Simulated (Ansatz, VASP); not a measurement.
Two plane-wave programs on Tl

```xyz
2
Lattice="3.6124 0.0000 0.0000 -1.8062 3.1285 0.0000 0.0000 0.0000 5.5653" Properties=species:S:1:pos:R:3 pbc="T T T"
Tl    0.0000    2.0856    4.1740
Tl    1.8062    1.0428    1.3913
```

Alike in both runs: functional PBE; k mesh 15 × 15 × 8; occupations gaussian, width 0.1 eV; no spin polarisation.

Ansatz relaxed the structure, and its values are those at the end. VASP's run is a single point on that final structure, the one shown.

```csv
,VASP,Ansatz
version,VASP 6.6.1,Ansatz 0.2.0
potentials or method,"VASP PAW PBE potentials, release 64 (Tl_d), cutoff 520 eV","scalar-relativistic, plane waves, PAW"
valence electrons in the cell,26,26
```

|  | VASP | Ansatz | Ansatz less VASP |
| --- | --- | --- | --- |
| gap on the k mesh at the Fermi level (eV) | none | none | - |
| pressure (GPa) | -0.1 | 0.0 | +0.06 |

A gap of «none» marks a metal or a gap that the smearing closes.

Spin-orbit coupling is off throughout.
